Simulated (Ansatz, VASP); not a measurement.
# Two plane-wave programs on Si

```
Si
1.0
    -3.31090    3.31090    3.31090
     3.31090   -3.31090    3.31090
     3.31090    3.31090   -3.31090
Si
8
Direct
  0.20600 0.20600 0.20600
  0.50000 0.00000 0.29400
  0.29400 0.50000 0.00000
  0.00000 0.29400 0.50000
  0.79400 0.79400 0.79400
  0.50000 0.00000 0.70600
  0.70600 0.50000 0.00000
  0.00000 0.70600 0.50000
```

Alike in both runs: task single point; functional PBE; k mesh 8 × 8 × 8; occupations fermi-dirac, width 0.01 eV; no spin polarisation.

|  | VASP | Ansatz |
| --- | --- | --- |
| version | VASP 6.6.1 | Ansatz 0.2.0 |
| potentials or method | VASP PAW PBE potentials, release 64 (Si), cutoff 520 eV | scalar-relativistic, plane waves, PAW |
| valence electrons in the cell | 32 | 32 |

|  | VASP | Ansatz | Ansatz less VASP |
| --- | --- | --- | --- |
| gap on the k mesh at the Fermi level (eV) | none | none | - |
| pressure (GPa) | 0.9 | 1.0 | +0.08 |
| rms of the force components (eV/Å) | 0.113 | 0.112 | -0.0014 |

Atom by atom the forces differ by 0.001 eV/Å (rms over components). A gap of «none» marks a metal or a gap that the smearing closes.
